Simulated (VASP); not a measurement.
# MgO (P6_3mc) in VASP: dielectric tensor with LDA

Aim: the dielectric tensor of MgO with LDA.

Everything below comes from runs of VASP 6.6.1. Logs are shortened: lines on timing, memory, paths and dates and some standing lists are left out, and cuts for length are marked.

## (1) The cell of the first run

It takes space group P6_3mc (No. 186, hexagonal). The conventional cell has a = 3.308 Å, b = 3.308 Å, c = 4.983 Å, α = 90.00°, β = 90.00°, γ = 120.00°. Mg (site symmetry 3m) has 4 O at 1.97 to 1.99 Å within 2.6 Å. O (site symmetry 3m) has 4 Mg at 1.97 to 1.99 Å within 2.6 Å.

## (2) Dielectric tensor, LDA

The input, INCAR:

```
SYSTEM = MgO
PREC = Accurate
ENCUT = 520
EDIFF = 1E-8
ISMEAR = 0
SIGMA = 0.01
LREAL = .FALSE.
LASPH = .TRUE.
NELM = 60
ALGO = Normal
ISIF = 2
LWAVE = .FALSE.
LCHARG = .FALSE.
GGA = CA
LEPSILON = .TRUE.
```

The input, KPOINTS:

```
regular mesh
0
G
  12 12 4
  0 0 0
```

The input, POSCAR:

```
MgO
1.0
    3.3077870000      0.0000000000      0.0000000000
   -1.6538935000      2.8646275723      0.0000000000
    0.0000000000      0.0000000000      4.9828820000
Mg O
2 2
Direct
    0.3333330000      0.6666670000      0.0021600000
    0.6666670000      0.3333330000      0.5021600000
    0.3333330000      0.6666670000      0.4024400000
    0.6666670000      0.3333330000      0.9024400000
```

Potentials or basis: VASP PAW LDA potentials, release 64 (Mg, O).

Run with:

```sh
$ cat potpaw_LDA.64/Mg/POTCAR potpaw_LDA.64/O/POTCAR > POTCAR
$ mpirun -np 1 vasp_std > vasp.out
```

OUTCAR:

```text
SYSTEM = MgO
   PREC = Accurate
   ENCUT = 520
   EDIFF = 1E-8
   ISMEAR = 0
   LREAL = .FALSE.
   LASPH = .TRUE.
   NELM = 60
   ISIF = 2
   GGA = CA
   LEPSILON = .TRUE.

 ion  position               nearest neighbor table
   1  0.333  0.667  0.002-   4 1.97   4 1.97   4 1.97   3 1.99   2 3.14   2 3.14   2 3.14   2 3.14
                             2 3.14   2 3.14
   2  0.667  0.333  0.502-   3 1.97   3 1.97   3 1.97   4 1.99   1 3.14   1 3.14   1 3.14   1 3.14
                             1 3.14   1 3.14
   3  0.333  0.667  0.402-   2 1.97   2 1.97   2 1.97   1 1.99
   4  0.667  0.333  0.902-   1 1.97   1 1.97   1 1.97   2 1.99

  LATTYP: Found a hexagonal cell.
 ALAT       =     3.3077870000
 C/A-ratio  =     1.5064095723

  Lattice vectors:

 A1 = (   3.3077870000,   0.0000000000,   0.0000000000)
 A2 = (  -1.6538935000,   2.8646275723,   0.0000000000)
 A3 = (   0.0000000000,   0.0000000000,   4.9828820000)

Analysis of symmetry for initial positions (statically):
=====================================================================
 Subroutine PRICEL returns:
 Original cell was already a primitive cell.

 Routine SETGRP: Setting up the symmetry group for a
 hexagonal supercell.

 Subroutine GETGRP returns: Found 12 space group operations
 (whereof  6 operations were pure point group operations)
 out of a pool of 24 trial point group operations.

The static configuration has the point symmetry C_3v.
 The point group associated with its full space group is C_6v.

Analysis of symmetry for dynamics (positions and initial velocities):
=====================================================================
 Subroutine PRICEL returns:
 Original cell was already a primitive cell.

 Routine SETGRP: Setting up the symmetry group for a
 hexagonal supercell.

 Subroutine GETGRP returns: Found 12 space group operations
 (whereof  6 operations were pure point group operations)
 out of a pool of 24 trial point group operations.

The dynamic configuration has the point symmetry C_3v.
 The point group associated with its full space group is C_6v.

 Subroutine INISYM returns: Found 12 space group operations
 (whereof  6 operations are pure point group operations),
 and found     1 'primitive' translations

----------------------------------------------------------------------------------------

                                     Primitive cell
[... 530 lines left out ...]
 -----------------------------------------------------------------------------------
    total drift:                               -0.001674      0.000966      0.000904

  FREE ENERGIE OF THE ION-ELECTRON SYSTEM (eV)
  ---------------------------------------------------
  free  energy   TOTEN  =       -26.2283388719 eV

  energy  without entropy=      -26.2283388719  energy(sigma->0) =      -26.22833887

 HEAD OF MICROSCOPIC STATIC DIELECTRIC TENSOR (INDEPENDENT PARTICLE, excluding Hartree and local field effects)
 ------------------------------------------------------
           3.084005     0.000000    -0.000000
           0.000000     3.084005     0.000000
          -0.000000    -0.000000     3.182987
 ------------------------------------------------------

 Free energy of the ion-electron system (eV)
  ---------------------------------------------------
  ---------------------------------------------------
  free energy    TOTEN  =        -0.27480574 eV

  energy without entropy =       -0.27480574

------------------------ aborting loop because EDIFF is reached ----------------------------------------

--------------------------------------- Ionic step        2  -------------------------------------------

------------------------ aborting loop because EDIFF is reached ----------------------------------------

--------------------------------------- Ionic step        3  -------------------------------------------

 Free energy of the ion-electron system (eV)
  ---------------------------------------------------
  ---------------------------------------------------
  free energy    TOTEN  =        -0.29098272 eV

  energy without entropy =       -0.29098272

------------------------ aborting loop because EDIFF is reached ----------------------------------------

 PIEZOELECTRIC TENSOR FIELD DIRECTION 3  (e Angst)
 -----------------------------------------------------------------------------
     0.13721  0.00000  0.00000           ( -0.02963  0.00000  0.00000)
     0.00000  0.13721 -0.00000           (  0.00000 -0.02963 -0.00000)
    -0.00000 -0.00000  0.01923           (  0.00000 -0.00000  0.06236)

 PIEZOELECTRIC TENSOR FIELD DIRECTION 3  (C/m^2)
 -----------------------------------------------------------------------------
     0.04656  0.00000  0.00000
     0.00000  0.04656 -0.00000
    -0.00000 -0.00000  0.00652

 MACROSCOPIC STATIC DIELECTRIC TENSOR (including local field effects in DFT)
 ------------------------------------------------------
           2.953281    -0.000000     0.000000
          -0.000000     2.953281    -0.000000
           0.000000     0.000000     3.079176
 ------------------------------------------------------

 PIEZOELECTRIC TENSOR (including local field effects)  for field in x, y, z        (e  Angst)
          XX          YY          ZZ          XY          YZ          ZX
  --------------------------------------------------------------------------------
  x    -0.00000    -0.00000     0.00000     0.00000     0.00000     0.22068
  y    -0.00000    -0.00000    -0.00000     0.00000     0.22068     0.00000
  z     0.13721     0.13721     0.01923     0.00000     0.00000     0.00000

 PIEZOELECTRIC TENSOR (including local field effects)  for field in x, y, z        (C/m^2)
          XX          YY          ZZ          XY          YZ          ZX
  --------------------------------------------------------------------------------
  x    -0.00000    -0.00000     0.00000     0.00000     0.00000     0.07488
  y    -0.00000    -0.00000    -0.00000     0.00000     0.07488     0.00000
  z     0.04656     0.04656     0.00652     0.00000     0.00000     0.00000

 BORN EFFECTIVE CHARGES (including local field effects) (in |e|, cummulative output)
 ---------------------------------------------------------------------------------
 ion    1
    1     1.79082     0.00000     0.00000
    2     0.00000     1.79082     0.00000
    3     0.00000     0.00000     1.90651
 ion    2
    1     1.79082     0.00000     0.00000
    2     0.00000     1.79082     0.00000
    3     0.00000     0.00000     1.90651
 ion    3
    1    -1.79082    -0.00000    -0.00000
    2     0.00000    -1.79082     0.00000
    3     0.00000    -0.00000    -1.90651
 ion    4
    1    -1.79082     0.00000     0.00000
    2     0.00000    -1.79082     0.00000
    3     0.00000     0.00000    -1.90651
```

OSZICAR:

```text
N       E                     dE             d eps       ncg     rms          rms(c)
DAV:   1     0.683072094093E+02    0.68307E+02   -0.77946E+03  1376   0.118E+03
[... 13 lines left out ...]
RMM:   4    -0.289588555236E+00   -0.11001E-01   -0.69365E-03  2165   0.695E-01    0.403E-02
RMM:   5    -0.290539992004E+00   -0.95144E-03   -0.98124E-05  2387   0.877E-02    0.160E-02
RMM:   6    -0.290901064297E+00   -0.36107E-03   -0.52578E-06  2380   0.182E-02    0.248E-03
RMM:   7    -0.290990424846E+00   -0.89361E-04   -0.68633E-07  2427   0.630E-03    0.121E-03
RMM:   8    -0.290986908937E+00    0.35159E-05   -0.28953E-08  2348   0.141E-03    0.200E-04
RMM:   9    -0.290983960173E+00    0.29488E-05   -0.26354E-09  2370   0.397E-04    0.682E-05
RMM:  10    -0.290982715445E+00    0.12447E-05    0.19918E-09  1974   0.142E-04    0.961E-06
```

stdout:

```text
POSCAR found type information on POSCAR MgO
 POSCAR found :  2 types and       4 ions
 scaLAPACK will be used
 LDA part: xc-table for (Slater(with rela. corr.)+CA(PZ))
 , standard interpolation
 POSCAR, INCAR and KPOINTS ok, starting setup
 FFT: planning ... GRIDC
 FFT: planning ... GRID_SOFT
 FFT: planning ... GRID
 WAVECAR not read
 entering main loop
 Linear response reoptimize wavefunctions to high precision
 Linear response G [H, r] |phi>, progress :
  Direction:   1
 Linear response G [H, r] |phi>, progress :
  Direction:   2
 Linear response G [H, r] |phi>, progress :
  Direction:   3
 Linear response to external field (no local field effect), progress :
  Direction:   1
 dielectric tensor                  component  1 :     2.915    -0.464    -0.126
 Linear response to external field (no local field effect), progress :
  Direction:   2
 dielectric tensor                  component  2 :    -0.464     3.253    -0.108
 Linear response to external field (no local field effect), progress :
  Direction:   3
 dielectric tensor                  component  3 :    -0.126    -0.108     3.183
 Linear response to external field, progress :
  Direction:   1
 dielectric tensor                  component  1 :     2.953    -0.085    -0.000
 Linear response to external field, progress :
  Direction:   2
 dielectric tensor                  component  2 :    -0.138     2.953     0.000
 Linear response to external field, progress :
  Direction:   3
 dielectric tensor                  component  3 :    -0.125    -0.107     3.079
 Born effective charges drift removed
```

Wall time 5.8 min (1 thread of Intel Xeon Platinum 8259CL at 2.50GHz (Skylake/Cascade Lake), shared host); peak memory 0.36 GiB.

Results:

| Quantity | Value |
| --- | --- |
| Band gap on the k mesh | 3.36 eV, direct |
| Electronic dielectric tensor (diagonal) | 2.95, 2.95, 3.08 |
| Born charges (mean of the diagonal) | Mg +1.83; O -1.83 e |

Levels at points of the mesh, in eV from the valence-band top:
| k point | band 4 | band 5 | band 6 | band 7 | band 8 | band 9 | band 10 | band 11 | band 12 |
| --- | --- | --- | --- | --- | --- | --- | --- | --- | --- |
| (0.00, 0.00, 0.00) | -0.80 | -0.80 | -0.45 | -0.45 | 0.00 | 3.36 | 8.31 | 10.16 | 13.81 |
| (0.50, 0.00, 0.00) | -2.25 | -1.80 | -1.34 | -0.85 | -0.53 | 7.58 | 7.89 | 9.04 | 10.53 |
| (0.00, 0.00, 0.50) | -2.07 | -0.63 | -0.63 | -0.63 | -0.63 | 5.86 | 5.86 | 12.96 | 12.96 |
| (0.50, 0.00, 0.50) | -3.22 | -0.96 | -0.96 | -0.74 | -0.74 | 7.18 | 7.18 | 10.60 | 10.60 |

Electronic dielectric tensor:
```
2.95 0.00 0.00
0.00 2.95 0.00
0.00 0.00 3.08
```

Born effective charge tensors (e):
atom 1, Mg
```
1.79 0.00 0.00
0.00 1.79 0.00
0.00 0.00 1.91
```
atom 2, Mg
```
1.79 0.00 0.00
0.00 1.79 0.00
0.00 0.00 1.91
```
atom 3, O
```
-1.79  0.00  0.00
 0.00 -1.79  0.00
 0.00  0.00 -1.91
```
atom 4, O
```
-1.79  0.00  0.00
 0.00 -1.79  0.00
 0.00  0.00 -1.91
```

A k mesh can miss the band edges. A hybrid or GW would open this gap; LDA tends to underestimate it.
